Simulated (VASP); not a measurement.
## AlN: single point with RPBE+D3(BJ)

AlN:

```
Al N
1.0
     3.15397    0.00000    0.00000
    -1.57698    2.73141    0.00000
     0.00000    0.00000    5.04655
Al N
2 2
Direct
  0.66667 0.33333 0.50000
  0.33333 0.66667 0.00000
  0.66667 0.33333 0.88000
  0.33333 0.66667 0.38000
```

| Quantity | Value |
| --- | --- |
| Program | VASP 6.6.1 |
| Task | single point |
| Functional | RPBE |
| Dispersion | D3(BJ) |
| Potentials or basis | VASP PAW PBE potentials, release 64 (Al, N) |
| Cutoff | 520 eV |
| k mesh | 10 × 10 × 6 |
| Occupations | fermi-dirac, width 0.05 eV |
| Spin | no spin polarisation |
| Dipole correction | no |
| Further INCAR settings | ALGO = Normal; EDIFF = 1e-07; NBANDS = 16 |

The pressure is -20.6 GPa, the largest force is 0.123 eV/Å and the band gap on the k mesh is 3.93 eV, direct. The dispersion energy per atom is -1.073 eV.

Forces in eV/Å, atoms in the order of the input:
```
Al   0.000  0.000 -0.123
Al   0.000  0.000 -0.123
N    0.000  0.000  0.123
N    0.000  0.000  0.123
```

Stress tensor (GPa, compression positive):
```
-21.06   0.00   0.00
  0.00 -21.06   0.00
  0.00   0.00 -19.66
```

Levels at points of the mesh, in eV from the valence-band top:
```
           k point  band 4  band 5  band 6  band 7  band 8  band 9  band 10  band 11  band 12  band 13
(0.00, 0.00, 0.00)   -0.81   -0.81   -0.17   -0.17    0.00    3.93     6.42    10.39    10.97    10.97
(0.50, 0.00, 0.00)   -4.02   -3.22   -2.00   -1.70   -0.64    5.78     5.79     7.95    10.10    10.75
(0.00, 0.00, 0.50)   -3.24   -0.50   -0.50   -0.50   -0.50    6.20     6.20    10.12    10.12    11.28
(0.50, 0.00, 0.50)   -5.39   -1.39   -1.39   -1.31   -1.31    5.26     5.26     9.14     9.14    11.49
```

Run time: 18 s on 1 thread of AMD EPYC 9R45 96-Core Processor (Zen 5), on a shared host, peak memory 0.15 GiB.

Caveat: the PAW data sets were made with another functional, which shifts forces and pressure a little. RPBE gaps usually lie below the measured ones, often by a third to a half.
